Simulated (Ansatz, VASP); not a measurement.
WSe2: VASP beside Ansatz

The input INCAR:

```
SYSTEM = WSe2
  PREC = Accurate
  ENCUT = 520
  EDIFF = 1E-6
  ISMEAR = 0
  SIGMA = 0.05
  LREAL = .FALSE.
  LASPH = .TRUE.
  NELM = 60
  ALGO = Normal
  ISIF = 2
  LWAVE = .FALSE.
  LCHARG = .TRUE.
  GGA = PE
  IVDW = 12
  LELF = .TRUE.
  LVHAR = .TRUE.
  NBANDS = 35
```

File KPOINTS:

```
Automatic mesh
0
G
  12 12 2
  0 0 0
```

The input POSCAR:

```
WSe2
1.0
    3.2790275604      0.0000000000      0.0000000000
   -1.6395137802      2.8397211670      0.0000000000
    0.0000000000      0.0000000000     12.7886113462
W Se
2 4
Direct
    0.3479041481      0.6773332434      0.2500000000
    0.6666698564      0.3333356684      0.7500000000
    0.3333770123      0.6666986419      0.6182912225
    0.6496592605      0.3208830479      0.1182912225
    0.3333770123      0.6666986419      0.8817087775
    0.6496592605      0.3208830479      0.3817087775
```

Input for Ansatz:

```yaml
crystal:
  lattice:
    - [3.2790275604, 0.0, 0.0]
    - [-1.6395137802, 2.839721167, 0.0]
    - [0.0, 0.0, 12.7886113462]
  atoms:
    - { symbol: W, position: [0.3479041481, 0.6773332434, 0.25] }
    - { symbol: W, position: [0.6666698564, 0.3333356684, 0.75] }
    - { symbol: Se, position: [0.3333770123, 0.6666986419, 0.6182912225] }
    - { symbol: Se, position: [0.6496592605, 0.3208830479, 0.1182912225] }
    - { symbol: Se, position: [0.3333770123, 0.6666986419, 0.8817087775] }
    - { symbol: Se, position: [0.6496592605, 0.3208830479, 0.3817087775] }
basis:
  ecutwfc: 420
kpoints:
  mp_grid: { grid: [12, 12, 2] }
hamiltonian:
  xc: pbe
  dispersion: d3bj
scf:
  occupations: { method: gaussian, width: 0.05 }
output:
  forces: true
  stress: true
  eigenvalues: true
```

Change from the starting cell: mode 11 (242.9 1/cm) frozen in, largest displacement -0.050 Å.

Alike in both runs: task single point; functional PBE; dispersion D3(BJ); k mesh 12 × 12 × 2; occupations gaussian, width 0.05 eV; no spin polarisation.

|  | VASP | Ansatz |
| --- | --- | --- |
| version | VASP 6.6.1 | Ansatz 0.2.0 |
| potentials or method | VASP PAW PBE potentials, release 64 (W_sv, Se), cutoff 520 eV | scalar-relativistic, plane waves, PAW |
| valence electrons in the cell | 52 | 92 |

```tsv
	VASP	Ansatz	Ansatz less VASP
gap on the k mesh at the Fermi level (eV)	0.86	0.87	+0.005
least direct gap on the mesh (eV)	1.55	1.56	+0.003
pressure (GPa)	0.5	0.2	-0.32
traceless stress, the component that is largest in VASP (GPa)	-0.80	-0.75	+0.053
rms of the force components (eV/Å)	0.485	0.482	-0.0031
```

Atom by atom the forces differ by 0.023 eV/Å (rms over components). VASP's potentials hold 52 valence electrons a cell and Ansatz's 92, so a difference there can come from the potentials and not from the codes.

Neither program's run includes spin-orbit coupling.
